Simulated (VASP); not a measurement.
Here is a VASP 6.6.1 calculation.

Contents of POSCAR:

```
Si
1.0
    2.6857683221      0.0000000000      0.0000000000
   -1.3428841611      2.3259435956      0.0000000000
    0.0000000000      0.0000000000      2.5328629684
Si
1
Direct
    0.0000000000      0.0000000000      0.0000000000
```

INCAR.step1

```
SYSTEM = Si
  PREC = Accurate
  ENCUT = 520
  ISMEAR = 0
  SIGMA = 0.1
  LREAL = .False.
  LASPH = .True.
  NELM = 100
  NBANDS = 8
  GGA = PE
  ALGO = Normal
  EDIFF = 1E-4
  LWAVE = .True.
  LCHARG = .False.
```

The input INCAR.step2:

```
SYSTEM = Si
  PREC = Accurate
  ENCUT = 520
  EDIFF = 1E-6
  ISMEAR = 0
  SIGMA = 0.1
  LREAL = .False.
  LASPH = .True.
  NELM = 100
  ALGO = Normal
  ISIF = 2
  LWAVE = .False.
  LCHARG = .False.
  METAGGA = R2SCAN
  LMIXTAU = .True.
  NBANDS = 8
  ISTART = 1
```

File KPOINTS:

```
regular mesh
0
Gamma
  18 18 16
  0 0 0
```

Potentials or basis: VASP PAW PBE potentials, release 64 (Si).

Command:

```console
$ cat potpaw_PBE.64/Si/POTCAR > POTCAR
$ cp INCAR.step1 INCAR
$ mpirun -np 1 vasp_std > vasp.out
$ cp INCAR.step2 INCAR
$ mpirun -np 1 vasp_std > vasp.out
```

Estimate the band gap on the k mesh.

zero (bands 2 and 3 overlap by 12.25 eV).

Estimate the pressure.

-5.7 GPa.

Stress tensor (GPa, compression positive):
```
-5.71  0.00  0.00
 0.00 -5.71  0.00
 0.00  0.00 -5.80
```

Caveat: the cell stands under tension; the PAW data sets were made with another functional, which shifts forces and pressure a little.
